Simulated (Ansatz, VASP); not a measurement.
## One calculation of W, two programs

File INCAR:

```
PREC = Accurate
ENCUT = 520
EDIFF = 1E-6
ISMEAR = 0
SIGMA = 0.1
LREAL = F
LASPH = T
NELM = 60
ALGO = Fast
ISIF = 2
LWAVE = F
LCHARG = F
LDIPOL = T
IDIPOL = 3
DIPOL = 0.5 0.5 0.500
GGA = PE
NBANDS = 51
```

File KPOINTS:

```
Automatic mesh
0
Gamma
  12 12 1
```

File POSCAR:

```
W
1.0
    2.8545944811      0.0000000000      0.0000000000
    0.0000000000      2.8545944811      0.0000000000
    0.0000000000      0.0000000000     25.0925155756
W
6
Direct
    0.5000000000      0.5000000000      0.2988939063
    0.0000000000      0.0000000000      0.3793363438
    0.5000000000      0.5000000000      0.4597787813
    0.0000000000      0.0000000000      0.5402212187
    0.5000000000      0.5000000000      0.6206636562
    0.0000000000      0.0000000000      0.7011060937
```

Input for Ansatz:

```yaml
crystal:
  lattice:
    - [2.8545944811, 0.0, 0.0]
    - [0.0, 2.8545944811, 0.0]
    - [0.0, 0.0, 25.0925155756]
  atoms:
    - { symbol: W, position: [0.5, 0.5, 0.2988939063] }
    - { symbol: W, position: [0.0, 0.0, 0.3793363438] }
    - { symbol: W, position: [0.5, 0.5, 0.4597787813] }
    - { symbol: W, position: [0.0, 0.0, 0.5402212187] }
    - { symbol: W, position: [0.5, 0.5, 0.6206636562] }
    - { symbol: W, position: [0.0, 0.0, 0.7011060937] }
basis:
  ecutwfc: 420
kpoints:
  mp_grid: { grid: [12, 12, 1] }
hamiltonian:
  xc: pbe
scf:
  occupations: { method: gaussian, width: 0.1 }
output:
  forces: true
  stress: true
  eigenvalues: true
  write_density: true
  write_potential: true
  elf: true
  volumetric_format: npy
efield:
  axis: 3
  dipole_correction: true
  ramp_width: 0.04
```

Alike in both runs: task single point; functional PBE; k mesh 12 × 12 × 1; occupations gaussian, width 0.1 eV; no spin polarisation.

```csv
,VASP,Ansatz
version,VASP 6.6.1,Ansatz 0.2.0
potentials or method,"VASP PAW PBE potentials, release 64 (W_sv), cutoff 520 eV","scalar-relativistic, plane waves, PAW"
valence electrons in the cell,84,84
```

```tsv
	VASP	Ansatz	Ansatz less VASP
gap on the k mesh at the Fermi level (eV)	none	none	-
rms of the force components (eV/Å)	0.020	0.020	-0.0006
```

Atom by atom the forces differ by 0.011 eV/Å (rms over components). A gap of «none» marks a metal or a gap that the smearing closes. Ansatz's warnings: xc potential rough in thin density.

Spin-orbit coupling is off throughout.
